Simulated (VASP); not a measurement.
Wanted: the native input for a VASP 6.6.1 run.

```
Task                   : single point
Functional             : PBE
Potentials or basis    : VASP PAW PBE potentials, release 64 (Ca_sv, O)
Cutoff                 : 520 eV
k mesh                 : 11 × 11 × 11
Occupations            : fermi-dirac, width 0.05 eV
Spin                   : no spin polarisation
Dipole correction      : no
Further INCAR settings : ALGO = Normal; EDIFF = 1e-07; NBANDS = 24
```

The structure of CaO lies in POSCAR:

```
CaO
1.0
   -1.7003410095      1.7003410095      8.6804656068
    1.7003410095     -1.7003410095      8.6804656068
    1.7003410095      1.7003410095     -8.6804656068
Ca O
2 2
Direct
    0.6795970000      0.6795970000      0.0000000000
    0.3204030000      0.3204030000      0.0000000000
    0.8181860000      0.8181860000      0.0000000000
    0.1818140000      0.1818140000      0.0000000000
```

These files were run (other wordings do the same):

INCAR

```
SYSTEM = CaO
ALGO = Normal
EDIFF = 1E-7
ENCUT = 520
GGA = PE
ISIF = 2
ISMEAR = -1
LASPH = .True.
LCHARG = .False.
LREAL = .False.
LWAVE = .False.
NBANDS = 24
NELM = 60
PREC = Accurate
SIGMA = 0.05
```

KPOINTS

```
k-points
0
Gamma
  11 11 11
  0 0 0
```

Potentials or basis: VASP PAW PBE potentials, release 64 (Ca_sv, O).

The run is started by

```sh
$ cat potpaw_PBE.64/Ca_sv/POTCAR potpaw_PBE.64/O/POTCAR > POTCAR
$ mpirun -np 1 vasp_std > vasp.out
```

Results of the run:

The pressure is -3.3 GPa and the largest force is 0.318 eV/Å. The band gap on the k mesh is 2.05 eV.

Caveat: the cell stands under tension; an odd mesh through Γ misses points on the zone boundary, where band edges can lie.

It took 33 min on 1 thread of Intel(R) Xeon(R) Platinum 8259CL CPU @ 2.50GHz (Skylake/Cascade Lake), with other jobs on the host, peak memory 0.82 GiB.
